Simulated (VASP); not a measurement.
Here is a VASP 6.6.1 calculation.

The input INCAR:

```
PREC = Accurate
ENCUT = 600
EDIFF = 1E-7
ISMEAR = -1
SIGMA = 0.1
LREAL = F
LASPH = T
NELM = 60
ALGO = Normal
ISIF = 3
LWAVE = F
LCHARG = F
GGA = CA
IBRION = 2
NSW = 60
EDIFFG = -0.005
PSTRESS = 3900.0
```

The input KPOINTS:

```
regular mesh
0
Gamma
  28 28 28
```

File POSCAR:

```
C
1.0
    0.0000000000      1.2057803720      1.2057803720
    1.2057803720      0.0000000000      1.2057803720
    1.2057803720      1.2057803720      0.0000000000
C
1
Direct
    0.0000000000      0.0000000000      0.0000000000
```

Potentials or basis: VASP PAW LDA potentials, release 64 (C).

Command:

```console
$ cat potpaw_LDA.64/C/POTCAR > POTCAR
$ mpirun -np 1 vasp_std > vasp.out
```

Task: Estimate the relaxed cell.

Result: a = 1.704 Å, b = 1.704 Å, c = 1.704 Å, α = 60.00°, β = 60.00°, γ = 60.00°.

Task: What does it give for the relaxed volume?

Result: 3.50 Å³/atom.

Task: Estimate the band gap on the k mesh.

Result: Zero (bands 2 and 3 overlap by 20.15 eV).

Task: Predict the space group after relaxing (to 0.1 Å).

Result: Fm-3m (No. 225).

Final structure:
```xyz
1
Lattice="0.0000 1.2049 1.2049 1.2049 0.0000 1.2049 1.2049 1.2049 0.0000" Properties=species:S:1:pos:R:3 pbc="T T T"
C     0.0000    0.0000    0.0000
```

Caveat: the cell is relaxed towards a set pressure, so the run minimises the enthalpy, not the energy.
